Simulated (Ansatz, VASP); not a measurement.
# Two plane-wave programs on BaTaH5

```
Ba Ta H
1.0
     3.36973    0.00000    0.00000
     0.00000    3.36973    0.00000
     0.00000    0.00000    6.92207
Ba Ta H
1 1 5
Direct
  0.00000 0.00000 0.00000
  0.00000 0.00000 0.50000
  0.50000 0.50000 0.00000
  0.50000 0.00000 0.65889
  0.00000 0.50000 0.65889
  0.50000 0.00000 0.34111
  0.00000 0.50000 0.34111
```

Change from the starting cell: species swapped into the PrIn5Ir type (P4/mmm, No. 123).

Alike in both runs: functional PBE; k mesh 4 × 4 × 4; occupations gaussian, width 0.1 eV; no spin polarisation.

Ansatz relaxed the structure, and its values are those at the end. VASP's run is a single point on that final structure, the one shown.

|  | VASP | Ansatz |
| --- | --- | --- |
| version | VASP 6.6.1 | Ansatz 0.2.0 |
| potentials or method | VASP PAW PBE potentials, release 64 (Ba_sv, Ta_sv_GW, H), cutoff 500 eV | scalar-relativistic, plane waves, PAW |
| valence electrons in the cell | 28 | 28 |

```tsv
	VASP	Ansatz	Ansatz less VASP
gap on the k mesh at the Fermi level (eV)	none	none	-
pressure (GPa)	0.8	-0.1	-0.88
rms of the force components (eV/Å)	0.004	0.004	+0.0005
```

A gap of «none» marks a metal or a gap that the smearing closes.

The k mesh is coarse, so the values compare programs but aren't converged. Neither program's run includes spin-orbit coupling.
